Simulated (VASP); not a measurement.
# Zn7S8 (a cell with a defect): single point with PBE

Crystal: Zn7S8 (a cell with a defect).

```
Zn S
1.0
     0.00000    5.44231   -5.44231
     5.44231    5.44231    0.00000
     5.44231    0.00000   -5.44231
Zn S
7 8
Direct
  0.48821 0.40100 0.48821
  0.95506 0.50854 0.50883
  0.02368 0.99479 0.51646
  0.50883 0.50854 0.95506
  0.51646 0.99479 0.02368
  0.00036 0.49678 0.00036
  0.98927 0.02099 0.98927
  0.13478 0.11849 0.13478
  0.11746 0.63730 0.11746
  0.62124 0.14029 0.14026
  0.62136 0.60728 0.12863
  0.14026 0.14029 0.62124
  0.12863 0.60728 0.62136
  0.65658 0.06647 0.65658
  0.59781 0.63216 0.59781
```

```yaml
Program: VASP 6.6.1
Task: single point
Functional: PBE
Potentials_or_basis: VASP PAW PBE potentials, release 64 (Zn, S)
Cutoff: 520 eV
k_mesh: 2 × 2 × 2
Occupations: gaussian, width 0.02 eV
Spin: no spin polarisation
```

The largest force is 1.127 eV/Å.

Forces on the atoms (eV/Å):
```
Zn   0.763  0.763 -0.326
Zn  -0.129 -0.081 -0.030
Zn   0.090 -0.001  0.061
Zn  -0.081 -0.129 -0.030
Zn  -0.001  0.090  0.061
Zn  -0.015 -0.015 -0.067
Zn  -0.037 -0.037  0.071
S   -0.034 -0.034  0.027
S   -0.018 -0.018 -0.044
S   -0.082 -0.085 -0.018
S   -0.038  0.053  0.070
S   -0.085 -0.082 -0.018
S    0.053 -0.038  0.070
S   -0.223 -0.223  0.163
S   -0.161 -0.161  0.009
```

Levels at points of the mesh, in eV from the Fermi level:
```csv
k point,band 65,band 66,band 67,band 68,band 69,band 70
"(0.00, 0.00, 0.00)",-0.49,-0.43,-0.12,1.15,2.07,2.38
"(0.50, 0.00, 0.00)",-1.15,-0.69,-0.27,2.50,2.56,3.22
"(0.00, 0.50, 0.00)",-0.68,-0.66,-0.65,2.52,2.83,3.19
"(0.50, 0.50, 0.50)",-1.22,-0.56,-0.34,2.16,2.90,2.97
"(0.50, 0.50, 0.00)",-1.16,-0.87,-0.56,3.15,3.56,3.71
"(0.50, 0.00, 0.50)",-1.31,-0.84,-0.44,3.17,3.40,3.73
```

It used 1200 s of CPU time on 1 thread of AMD EPYC 7R13 Processor (Zen 3), with other jobs on the host.

Caveat: the k points lie up to 0.50 Å⁻¹ apart; the cell carries a net charge on a neutralising background, which shifts energy and pressure; the cell is charged against a uniform background, so pressure and absolute levels hang on convention.
